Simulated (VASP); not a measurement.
# MnO (R-3m) in VASP: single point with PBE

Aim: the single point of MnO with PBE.

Everything below comes from runs of VASP 6.6.1. Logs are shortened: lines on timing, memory, paths and dates and some standing lists are left out, and cuts for length are marked.

### 1 The cell of the first run

It takes space group R-3m (No. 166, trigonal). Conventional cell: a = 3.063 Å, b = 3.063 Å, c = 5.975 Å, α = 90.00°, β = 90.00°, γ = 120.00°. Within 2.7 Å of Mn (site symmetry -3m) lie 6 O at 2.03 Å and 6 Mn at 2.66 Å. Within 2.7 Å of O (site symmetry -3m) lie 6 Mn at 2.03 Å and 6 O at 2.66 Å.

### 2 Single point, PBE (8.09 Å³/atom)

Contents of INCAR:

```
SYSTEM = MnO
ALGO = Normal ; EDIFF = 1E-6
ENCUT = 700 ; GGA = PE
GGA_COMPAT = .False. ; ISIF = 2
ISMEAR = 0 ; LASPH = .True.
LCHARG = .True. ; LELF = .True.
LREAL = .False. ; LVHAR = .True.
LWAVE = .False. ; NBANDS = 18
NELM = 120 ; PREC = Accurate
SIGMA = 0.05
```

Contents of KPOINTS:

```
k-points
0
Gamma
  14 14 14
  0 0 0
```

Contents of POSCAR:

```
MnO
1.0
    1.5313550565      0.8841282555      1.9916084554
   -1.5313550565      0.8841282555      1.9916084554
    0.0000000000     -1.7682565069      1.9916084572
Mn O
1 1
Direct
    1.0000000000      0.0000000000      0.0000000000
    0.5000000000      0.5000000000      0.5000000000
```

Potentials or basis: VASP PAW PBE potentials, release 64 (Mn_sv, O).

On the command line:

```
$ cat potpaw_PBE.64/Mn_sv/POTCAR potpaw_PBE.64/O/POTCAR > POTCAR
$ mpirun -np 1 vasp_std > vasp.out
```

OUTCAR:

```text
SYSTEM = MnO
   EDIFF = 1E-6
   ENCUT = 700
   GGA = PE
   ISIF = 2
   ISMEAR = 0
   LASPH = .True.
   LREAL = .False.
   NELM = 120
   PREC = Accurate

 ion  position               nearest neighbor table
   1  0.000  0.000  0.000-   2 2.03   2 2.03   2 2.03   2 2.03   2 2.03   2 2.03
   2  0.500  0.500  0.500-   1 2.03   1 2.03   1 2.03   1 2.03   1 2.03   1 2.03

  LATTYP: Found a trigonal (rhomboedric) cell.
 ALAT       =     2.6633128470
 COS(alpha) =     0.3387930322

  Lattice vectors:

 A1 = (   1.5313550565,   0.8841282555,   1.9916084554)
 A2 = (  -1.5313550565,   0.8841282555,   1.9916084554)
 A3 = (   0.0000000000,  -1.7682565069,   1.9916084572)

Analysis of symmetry for initial positions (statically):
=====================================================================
 Subroutine PRICEL returns:
 Original cell was already a primitive cell.

 Routine SETGRP: Setting up the symmetry group for a
 trigonal (rhombohedral) supercell.

 Subroutine GETGRP returns: Found 12 space group operations
 (whereof 12 operations were pure point group operations)
 out of a pool of 12 trial point group operations.

The static configuration has the point symmetry D_3d.

Analysis of symmetry for dynamics (positions and initial velocities):
=====================================================================
 Subroutine PRICEL returns:
 Original cell was already a primitive cell.

 Routine SETGRP: Setting up the symmetry group for a
 trigonal (rhombohedral) supercell.

 Subroutine GETGRP returns: Found 12 space group operations
 (whereof 12 operations were pure point group operations)
 out of a pool of 12 trial point group operations.

The dynamic configuration has the point symmetry D_3d.

 Subroutine INISYM returns: Found 12 space group operations
 (whereof 12 operations are pure point group operations),
 and found     1 'primitive' translations

----------------------------------------------------------------------------------------

                                     Primitive cell

  volume of cell :      16.1788

  direct lattice vectors                    reciprocal lattice vectors
     1.531355057  0.884128255  1.991608455     0.326508211  0.188509604  0.167368908
    -1.531355057  0.884128255  1.991608455    -0.326508211  0.188509604  0.167368908
     0.000000000 -1.768256507  1.991608457     0.000000000 -0.377019207  0.167368909

  length of vectors
     2.663312847  2.663312847  2.663312847     0.412499496  0.412499496  0.412499496

  position of ions in fractional coordinates (direct lattice)
     0.000000000  0.000000000  0.000000000
     0.500000000  0.500000000  0.500000000

  ion indices of the primitive-cell ions
   primitive index   ion index
                 1           1
                 2           2

----------------------------------------------------------------------------------------

 KPOINTS: k-points

Automatic generation of k-mesh.
 Grid dimensions read from file:
 generate k-points for:   14   14   14

 Generating k-lattice:

  Cartesian coordinates                     Fractional coordinates (reciprocal lattice)
     0.023322015  0.013464972  0.011954922     0.071428571  0.000000000  0.000000000
    -0.023322015  0.013464972  0.011954922     0.000000000  0.071428571  0.000000000
     0.000000000 -0.026929943  0.011954922    -0.000000000 -0.000000000  0.071428571

  Length of vectors
     0.029464250  0.029464250  0.029464250

  Shift w.r.t. Gamma in fractional coordinates (k-lattice)
     0.000000000  0.000000000  0.000000000

 Subroutine IBZKPT returns following result:
 ===========================================

 Found    288 irreducible k-points:

 Following reciprocal coordinates:
            Coordinates               Weight
  0.000000  0.000000  0.000000      1.000000
  0.071429 -0.000000  0.000000      6.000000
  0.142857  0.000000  0.000000      6.000000
  0.214286  0.000000  0.000000      6.000000
  0.285714 -0.000000  0.000000      6.000000
  0.357143  0.000000  0.000000      6.000000
[... 16 lines left out ...]
  0.214286  0.142857  0.000000     12.000000
  0.285714  0.142857  0.000000     12.000000
 [... further k-points ...]
   k-points           NKPTS =    288   k-points in BZ     NKDIM =    288   number of bands    NBANDS=     18
   number of dos      NEDOS =    301   number of ions     NIONS =      2
   total plane-waves  NPLWV =  13824
   dimension x,y,z NGX =    24 NGY =   24 NGZ =   24
   dimension x,y,z NGXF=    48 NGYF=   48 NGZF=   48
   ions per type =               1   1
   NGX,Y,Z   is equivalent  to a cutoff of  14.98, 14.98, 14.98 a.u.
   NGXF,Y,Z  is equivalent  to a cutoff of  29.96, 29.96, 29.96 a.u.
 SYSTEM =  MnO
   PREC   = accura    normal or accurate (medium, high low for compatibility)
   ISTART =      0    job   : 0-new  1-cont  2-samecut
   ICHARG =      2    charge: 1-file 2-atom 10-const
   ISPIN  =      1    spin polarized calculation?
   LNONCOLLINEAR =      F non collinear calculations
   LSORBIT =      F    spin-orbit coupling
   LASPH  =      T    aspherical Exc in radial PAW
   ENCUT  =  700.0 eV  51.45 Ry    7.17 a.u.   5.75  5.75  5.75*2*pi/ulx,y,z
   NELM   =    120;   NELMIN=  2; NELMDL= -5     # of ELM steps
   EDIFF  = 0.1E-05   stopping-criterion for ELM
   LREAL  =      F    real-space projection
   EDIFFG = 0.1E-04   stopping-criterion for IOM
   NSW    =      0    number of steps for IOM
   IBRION =     -1    ionic relax: 0-MD 1-quasi-New 2-CG
   NFREE  =      0    steps in history (QN), initial steepest desc. (CG)
   ISIF   =      2    stress and relaxation
   ISYM   =      2    0-nonsym 1-usesym 2-fastsym
   POTIM  = 0.5000    time-step for ionic-motion
   TEBEG  =    0.0;   TEEND  =   0.0 temperature during run
   PSTRESS=    0.0 pullay stress
   NELECT =      21.0000    total number of electrons
   NUPDOWN=      -1.0000    fix difference up-down
   EMIN   =  10.00;   EMAX   =-10.00  energy-range for DOS
   EFERMI =   0.00;   METHOD = LEGACY
   ISMEAR =     0;   SIGMA  =   0.05  broadening in eV -4-tet -1-fermi 0-gaus
   EFERMI_NEDOS =   21; number of points for ismear=-14 and -15
   IALGO  =     38    algorithm
   IMIX   =      4    mixing-type and parameters
     AMIX     =   0.40;   BMIX     =  1.00
     AMIX_MAG =   1.60;   BMIX_MAG =  1.00
  volume/ion in A,a.u.               =       8.09        54.59
  Fermi-wavevector in a.u.,A,eV,Ry     =   1.785799  3.374670 43.390020  3.189077
  Thomas-Fermi vector in A             =   2.849510
   LORBIT       =      0    0 simple, 1 ext, 2 COOP (PROOUT), +10 PAW based schemes
   GGA     = PE    functional components
   LHFCALC =     F    Hartree Fock is set to
   AEXX    =    0.0000 exact exchange contribution
   IVDW    =     0    specifies the selected vdW correction
   LEPSILON=     F    determine dielectric tensor
   LRPA    =     F    only Hartree local field effects (RPA)
 non-spin polarized calculation
 Gauss-broadening in eV      SIGMA  =   0.05
  energy-cutoff  :      700.00
  volume of cell :       16.18
 maximum number of plane-waves:       698
   NGX = 11   NGY = 11   NGZ = 11

 number of electron      20.9999995 magnetization

 Free energy of the ion-electron system (eV)
  ---------------------------------------------------
  ext. energy  EPLUGINS =         0.00000000
  ---------------------------------------------------
  free energy    TOTEN  =       -15.07264599 eV

  energy without entropy =      -15.06886124  energy(sigma->0) =      -15.07075362

 E-fermi :  13.5300     XC(G=0): -13.9372

 val. band max:       13.5298947585   @ k =  -0.2857   0.5000   0.2143
 cond. band min:      13.5310685139   @ k =   0.3571   0.3571   0.1429
 fundamental gap:      0.0011737555
 Fermi energy:        13.5299727909

 k-point     1 :       0.0000    0.0000    0.0000
  band No.  band energies     occupation
      1     -66.1606      2.00000
      2     -34.9372      2.00000
      3     -34.9372      2.00000
      4     -34.6367      2.00000
      5      -9.2029      2.00000
      6       8.3546      2.00000
[... 10 lines left out ...]
     17      31.8239      0.00000
     18      38.5283      0.00000

 k-point     2 :       0.0714   -0.0000    0.0000
  band No.  band energies     occupation
      1     -66.1590      2.00000
      2     -34.9465      2.00000
      3     -34.9368      2.00000
      4     -34.6418      2.00000
      5      -9.1357      2.00000
      6       7.9722      2.00000
[... 10 lines left out ...]
     17      32.2902      0.00000
     18      37.7136      0.00000

 k-point     3 :       0.1429    0.0000    0.0000
  band No.  band energies     occupation
      1     -66.1546      2.00000
      2     -34.9737      2.00000
      3     -34.9356      2.00000
      4     -34.6547      2.00000
      5      -8.9426      2.00000
      6       7.0321      2.00000
[... 10 lines left out ...]
     17      33.2367      0.00000
     18      36.9621      0.00000

 k-point     4 :       0.2143    0.0000    0.0000
  band No.  band energies     occupation
      1     -66.1484      2.00000
      2     -35.0158      2.00000
      3     -34.9339      2.00000
      4     -34.6704      2.00000
      5      -8.6497      2.00000
      6       5.9048      2.00000
[... 10 lines left out ...]
     17      34.3414      0.00000
     18      35.9756      0.00000

 k-point     5 :       0.2857   -0.0000    0.0000
  band No.  band energies     occupation
      1     -66.1414      2.00000
      2     -35.0654      2.00000
      3     -34.9320      2.00000
      4     -34.6843      2.00000
      5      -8.3015      2.00000
      6       4.8223      2.00000
[... 10 lines left out ...]
     17      34.9225      0.00000
     18      35.4420      0.00000

 k-point     6 :       0.3571    0.0000    0.0000
  band No.  band energies     occupation
      1     -66.1351      2.00000
      2     -35.1121      2.00000
      3     -34.9303      2.00000
      4     -34.6947      2.00000
      5      -7.9621      2.00000
      6       3.9274      2.00000
[... 10 lines left out ...]
     17      34.0190      0.00000
     18      36.2012      0.00000

 k-point     7 :       0.4286    0.0000    0.0000
  band No.  band energies     occupation
      1     -66.1307      2.00000
      2     -35.1452      2.00000
      3     -34.9291      2.00000
      4     -34.7008      2.00000
      5      -7.7094      2.00000
      6       3.3322      2.00000
[... 10 lines left out ...]
     17      33.3860      0.00000
     18      36.5610      0.00000

 k-point     8 :       0.5000   -0.0000    0.0000
  band No.  band energies     occupation
      1     -66.1291      2.00000
      2     -35.1571      2.00000
      3     -34.9287      2.00000
      4     -34.7029      2.00000
      5      -7.6150      2.00000
      6       3.1224      2.00000
[... 10 lines left out ...]
     17      33.1614      0.00000
     18      36.6302      0.00000
[... 229 lines left out ...]
     17      34.1567      0.00000
     18      35.9742      0.00000

 k-point    20 :      -0.1429    0.0714   -0.0000
  band No.  band energies     occupation
      1     -66.1525      2.00000
      2     -34.9846      2.00000
      3     -34.9420      2.00000
      4     -34.6591      2.00000
      5      -8.8245      2.00000
      6       6.5948      2.00000
[... 10 lines left out ...]
     17      33.7468      0.00000
     18      36.2360      0.00000

 k-point    21 :      -0.0714    0.0714    0.0000
  band No.  band energies     occupation
      1     -66.1571      2.00000
      2     -34.9569      2.00000
      3     -34.9404      2.00000
      4     -34.6463      2.00000
      5      -9.0385      2.00000
      6       7.4579      2.00000
[... 10 lines left out ...]
     17      32.9853      0.00000
     18      36.8305      0.00000

 k-point    22 :       0.1429    0.1429    0.0000
  band No.  band energies     occupation
      1     -66.1503      2.00000
      2     -34.9625      2.00000
      3     -34.9573      2.00000
      4     -34.6771      2.00000
      5      -8.8309      2.00000
      6       6.6828      2.00000
[... 10 lines left out ...]
     17      32.3886      0.00000
     18      35.1879      0.00000

 k-point    23 :       0.2143    0.1429    0.0000
  band No.  band energies     occupation
      1     -66.1446      2.00000
      2     -34.9951      2.00000
      3     -34.9546      2.00000
      4     -34.6948      2.00000
      5      -8.6164      2.00000
      6       5.9886      2.00000
[... 10 lines left out ...]
     17      31.9972      0.00000
     18      34.7086      0.00000

 k-point    24 :       0.2857    0.1429    0.0000
  band No.  band energies     occupation
      1     -66.1380      2.00000
      2     -35.0406      2.00000
      3     -34.9510      2.00000
      4     -34.7096      2.00000
      5      -8.3337      2.00000
      6       5.1874      2.00000
[... 10 lines left out ...]
     17      32.2907      0.00000
     18      34.3012      0.00000

 [... further k-points ...]

------------------------ aborting loop because EDIFF is reached ----------------------------------------

  FORCE on cell =-STRESS in cart. coord.  units (eV):
  Direction    XX          YY          ZZ          XY          YZ          ZX
  --------------------------------------------------------------------------------------
  -------------------------------------------------------------------------------------
  Total        1.0151655      1.0151655      1.0264741     -0.0000000      0.0000000      0.0000000
  in kB      100.5312415    100.5312415    101.6511297     -0.0000000      0.0000000      0.0000000
  external PRESSURE =     100.9045376 kB  Pullay stress =       0.0000000 kB

 VOLUME and BASIS-vectors are now :
 -----------------------------------------------------------------------------
  energy-cutoff  :      700.00
  volume of cell :       16.18
      direct lattice vectors                 reciprocal lattice vectors
     1.531355057  0.884128255  1.991608455     0.326508211  0.188509604  0.167368908
    -1.531355057  0.884128255  1.991608455    -0.326508211  0.188509604  0.167368908
     0.000000000 -1.768256507  1.991608457     0.000000000 -0.377019207  0.167368909

 POSITION                                       TOTAL-FORCE (eV/Angst)
 -----------------------------------------------------------------------------------
      0.00000      0.00000      0.00000         0.000000      0.000000      0.000000
      0.00000      0.00000      2.98741        -0.000000     -0.000000     -0.000000
 -----------------------------------------------------------------------------------
    total drift:                               -0.000000     -0.000000     -0.000000

  FREE ENERGIE OF THE ION-ELECTRON SYSTEM (eV)
  ---------------------------------------------------
  free  energy   TOTEN  =       -15.0726459907 eV

  energy  without entropy=      -15.0688612414  energy(sigma->0) =      -15.07075362
```

Run time: 36 s. Hardware: 1 thread of Intel Xeon 6975P-C (Granite Rapids), shared host; peak memory 0.22 GiB.

What came out:

- Free energy: -15.0726 eV
- Pressure: 10.1 GPa
- Band gap on the k mesh: zero (an odd number of electrons rules out a gap without spin polarisation)

Stress tensor (GPa, compression positive):
```
10.05  0.00  0.00
 0.00 10.05  0.00
 0.00  0.00 10.17
```

Levels at points of the mesh, in eV from the Fermi level:
```tsv
k point	band 8	band 9	band 10	band 11	band 12	band 13
(0.00, 0.00, 0.00)	-4.12	-2.73	-2.73	-1.00	-0.79	-0.79
(0.50, 0.00, 0.00)	-6.07	-1.30	-0.95	0.88	2.00	2.58
(0.50, 0.50, 0.00)	-5.13	-3.80	-0.56	-0.05	0.36	0.62
(0.50, 0.50, 0.50)	-8.52	0.35	0.35	0.53	2.89	2.89
```

Caveat: the cell stands under pressure; an odd number of electrons without spin polarisation forces a metal; a magnetic or distorted state may lie lower; the run has no spin polarisation, though such a crystal can be magnetic; semilocal functionals often make such compounds metallic where correlation or magnetic order opens a gap, which also shifts bond lengths. With open d or f shells a metallic result of PBE can be an artefact of self-interaction; +U or a hybrid may open a gap.
